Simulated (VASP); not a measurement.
InGaO:

```xyz
3
Lattice="3.9245 0.0000 0.0000 -1.9623 3.3987 0.0000 0.0000 0.0000 4.6838" Properties=species:S:1:pos:R:3 pbc="T T T"
In    0.0000    0.0000    0.0000
Ga    1.9623    1.1329    2.3419
O     0.0000    2.2658    2.3419
```

The cell was built from a structure type or drawn by symmetry, and may not be a known phase.

* Program: VASP 6.6.1
* Task: relaxation of cell and atoms
* Functional: PBE
* Potentials or basis: VASP PAW PBE potentials, release 64 (In_d, Ga_d, O)
* Cutoff: 600 eV
* k mesh: 6 × 6 × 4
* Occupations: gaussian, width 0.1 eV
* Spin: no spin polarisation

At the start: pressure -5.7 GPa; volume 20.82 Å³/atom.

How do energy, volume and symmetry change on relaxing?

Over 13 steps the energy falls by 187.0 meV/atom and the volume is 19.39 Å³/atom (-6.9 %); space group P-6m2 (No. 187, to 0.1 Å) before and after.

Step by step:
```csv
step,energy change (eV),largest force (eV/Å),pressure (GPa),volume (Å³)
1,0.0000,0.0000,-5.71,62.47
2,-0.2555,0.0000,-1.42,55.95
3,-0.2974,0.0000,1.56,53.20
4,-0.2987,0.0000,2.51,52.54
5,-0.3959,0.0000,2.92,52.75
6,-0.4648,0.0000,6.15,52.64
7,-0.5337,0.0000,2.64,55.80
8,-0.5445,0.0000,0.77,58.03
9,-0.5447,0.0000,0.97,57.77
10,-0.5516,0.0000,0.68,57.88
11,-0.5598,0.0000,0.21,58.09
12,-0.5470,0.0000,-1.14,58.39
13,-0.5609,0.0000,-0.06,58.16
```

Final structure:
```cif
data_structure
_symmetry_space_group_name_H-M 'P 1'
_symmetry_Int_Tables_number 1
_cell_length_a 3.4442
_cell_length_b 3.4442
_cell_length_c 5.6612
_cell_angle_alpha 90.000
_cell_angle_beta 90.000
_cell_angle_gamma 120.000
_cell_volume 58.16
loop_
_atom_site_label
_atom_site_type_symbol
_atom_site_fract_x
_atom_site_fract_y
_atom_site_fract_z
_atom_site_occupancy
In1 In 0.00000 0.00000 0.00000 1
Ga1 Ga 0.66667 0.33333 0.50000 1
O1 O 0.33333 0.66667 0.50000 1
```

Caveat: a cell axis changed by over 15 % at a fixed basis, so the end point is rough.
